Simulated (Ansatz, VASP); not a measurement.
**One calculation of In2Sb3, two programs**

INCAR

```
PREC = Accurate
ENCUT = 520
EDIFF = 1E-6
ISMEAR = 0
SIGMA = 0.1
LREAL = F
LASPH = T
NELM = 60
ALGO = Normal
ISIF = 2
LWAVE = F
LCHARG = F
GGA = PE
NBANDS = 28
```

Contents of KPOINTS:

```
regular mesh
0
Gamma
  4 4 4
```

POSCAR

```
In2Sb3
1.0
    5.4043677200      0.0000000000      0.0000000000
    0.0000000000      5.4043677200      0.0000000000
    0.0000000000      0.0000000000      5.4043677200
In Sb
2 3
Direct
    0.0000000000      0.0000000000      0.0000000000
    0.5000000000      0.5000000000      0.5000000000
    0.5000000000      0.0000000000      0.0000000000
    0.0000000000      0.5000000000      0.0000000000
    0.0000000000      0.0000000000      0.5000000000
```

Input for Ansatz:

```yaml
crystal:
  lattice:
    - [5.40436772, 0.0, 0.0]
    - [0.0, 5.40436772, 0.0]
    - [0.0, 0.0, 5.40436772]
  atoms:
    - { symbol: In, position: [0.0, 0.0, 0.0] }
    - { symbol: In, position: [0.5, 0.5, 0.5] }
    - { symbol: Sb, position: [0.5, 0.0, 0.0] }
    - { symbol: Sb, position: [0.0, 0.5, 0.0] }
    - { symbol: Sb, position: [0.0, 0.0, 0.5] }
basis:
  ecutwfc: 420
kpoints:
  mp_grid: { grid: [4, 4, 4] }
hamiltonian:
  xc: pbe
scf:
  occupations: { method: gaussian, width: 0.1 }
  lower_state_search: "off"
output:
  forces: true
  stress: true
  eigenvalues: true
```

Alike in both runs: task single point; functional PBE; k mesh 4 × 4 × 4; occupations gaussian, width 0.1 eV; no spin polarisation.

|  | VASP | Ansatz |
| --- | --- | --- |
| version | VASP 6.6.1 | Ansatz 0.2.0 |
| potentials or method | VASP PAW PBE potentials, release 64 (In_d, Sb), cutoff 520 eV | scalar-relativistic, plane waves, PAW |
| valence electrons in the cell | 41 | 71 |

Ansatz gave:

| Property | Result |
| --- | --- |
| gap on the k mesh at the Fermi level (eV) | none |
| pressure (GPa) | 6.1 |

Q: Estimate VASP's values.

A: gap on the k mesh at the Fermi level (eV): none; pressure (GPa): 6.0.

A gap of «none» marks a metal or a gap that the smearing closes. VASP's potentials hold 41 valence electrons a cell and Ansatz's 71, so a difference there can come from the potentials and not from the codes.

Spin-orbit coupling is off throughout.
